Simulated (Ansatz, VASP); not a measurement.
**Te in VASP and in Ansatz**

The input INCAR:

```
PREC = Accurate
ENCUT = 520
EDIFF = 1E-8
ISMEAR = -1
SIGMA = 0.05
LREAL = False
LASPH = True
NELM = 100
ALGO = Normal
ISIF = 2
LWAVE = False
LCHARG = False
GGA = CA
LEFG = True
NBANDS = 16
```

KPOINTS

```
Automatic mesh
0
Gamma
  8 8 8
```

POSCAR

```
Te
1.0
    4.2898182317     -2.4024035783      0.0000000000
    4.2898182317      2.4024035783      0.0000000000
   -0.1321666442      0.0000000000      4.0094263667
Te
3
Direct
    0.6760000000      0.6760000000      0.6750000000
    0.3240000000      0.3240000000      0.3250000000
    0.0000000000      0.0000000000      0.0000000000
```

Input for Ansatz:

```yaml
crystal:
  lattice:
    - [4.2898182317, -2.4024035783, 0.0]
    - [4.2898182317, 2.4024035783, 0.0]
    - [-0.1321666442, 0.0, 4.0094263667]
  atoms:
    - { symbol: Te, position: [0.676, 0.676, 0.675] }
    - { symbol: Te, position: [0.324, 0.324, 0.325] }
    - { symbol: Te, position: [0.0, 0.0, 0.0] }
kpoints:
  mp_grid: { grid: [8, 8, 8] }
scf:
  occupations: { method: fermi_dirac, width: 0.05 }
hamiltonian:
  xc: lda
  pseudopotentials: { kind: paw }
output:
  forces: true
  stress: true
  eigenvalues: true
  efg: { contact_densities: true }
  write_density: true
  write_potential: true
  elf: true
  volumetric_format: npy
```

Change from the starting cell: volume scaled by 1.04, PAW files.

Alike in both runs: task electric field gradients; functional LDA; k mesh 8 × 8 × 8; occupations fermi-dirac, width 0.05 eV; no spin polarisation.

|  | VASP | Ansatz |
| --- | --- | --- |
| version | VASP 6.6.1 | Ansatz 0.2.0 |
| potentials or method | VASP PAW LDA potentials, release 64 (Te) | PAW with Ansatz's default frozen-core files, scalar-relativistic |
| plane-wave cutoff (eV) | 520 | 420 |
| valence electrons in the cell | 18 | 48 |

|  | VASP | Ansatz | Ansatz less VASP |
| --- | --- | --- | --- |
| pressure (GPa) | 1.7 | 1.6 | -0.09 |
| traceless stress, the component that is largest in VASP (GPa) | 1.98 | 2.06 | +0.084 |
| rms of the force components (eV/Å) | 0.170 | 0.166 | -0.0043 |
| size of Vzz on the site where it differs most (V/Å²) | 313.8 | 324.7 | +10.86 |

LDA's correlation is that of Perdew and Zunger in VASP and of Perdew and Wang (1992) in Ansatz. Atom by atom the forces differ by 0.005 eV/Å (rms over components). VASP's potentials hold 18 valence electrons a cell and Ansatz's 48, so a difference there can come from the potentials and not from the codes.

Spin-orbit coupling is off throughout.
